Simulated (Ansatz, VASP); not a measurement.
# WC in VASP and in Ansatz

File INCAR:

```
SYSTEM = WC
ALGO = Normal
EDIFF = 1E-8
ENCUT = 910
GGA = PS
GGA_COMPAT = .False.
ISIF = 2
ISMEAR = -1
LASPH = .True.
LCHARG = .False.
LEFG = .True.
LREAL = .False.
LWAVE = .False.
NBANDS = 16
NELM = 120
PREC = Accurate
SIGMA = 0.05
```

File KPOINTS:

```
k-points
0
Gamma
  13 13 12
  0 0 0
```

Contents of POSCAR:

```
WC
1.0
    2.9005014360      0.0000000000      0.0000000000
   -1.4502507180      2.5119079273      0.0000000000
    0.0000000000      0.0000000000      2.8572900000
W C
1 1
Direct
    0.0000000000      0.0000000000      0.0000000000
    0.6666666667      0.3333333333      0.5000000000
```

Input for Ansatz:

```yaml
crystal:
  lattice:
    - [2.900501436, 0.0, 0.0]
    - [-1.450250718, 2.5119079273, 0.0]
    - [0.0, 0.0, 2.85729]
  atoms:
    - { symbol: W, position: [0.0, 0.0, 0.0] }
    - { symbol: C, position: [0.6666666667, 0.3333333333, 0.5] }
kpoints:
  mp_grid: { grid: [13, 13, 12] }
scf:
  occupations: { method: fermi_dirac, width: 0.05 }
hamiltonian:
  xc: pbesol
  pseudopotentials: { kind: paw }
output:
  forces: true
  stress: true
  eigenvalues: true
  efg: { contact_densities: true }
```

Change from the starting cell: zz strain of +1 %, PAW files.

Alike in both runs: task electric field gradients; functional PBEsol; k mesh 13 × 13 × 12; occupations fermi-dirac, width 0.05 eV; no spin polarisation.

|  | VASP | Ansatz |
| --- | --- | --- |
| version | VASP 6.6.1 | Ansatz 0.2.0 |
| potentials or method | VASP PAW PBE potentials, release 64 (W_sv, C_h) | PAW with Ansatz's default frozen-core files, scalar-relativistic |
| plane-wave cutoff (eV) | 910 | 420 |
| valence electrons in the cell | 18 | 18 |

|  | VASP | Ansatz | Ansatz less VASP |
| --- | --- | --- | --- |
| size of Vzz on the site where it differs most (V/Å²) | 123.3 | 117.8 | -5.49 |

VASP's potentials were made for PBE, not for PBEsol. The functional is the same, so the differences come from potentials, cutoffs and numerics.

Spin-orbit coupling is off throughout. Noted on VASP's run: the cutoff is short for stress, so the pressure is rough.
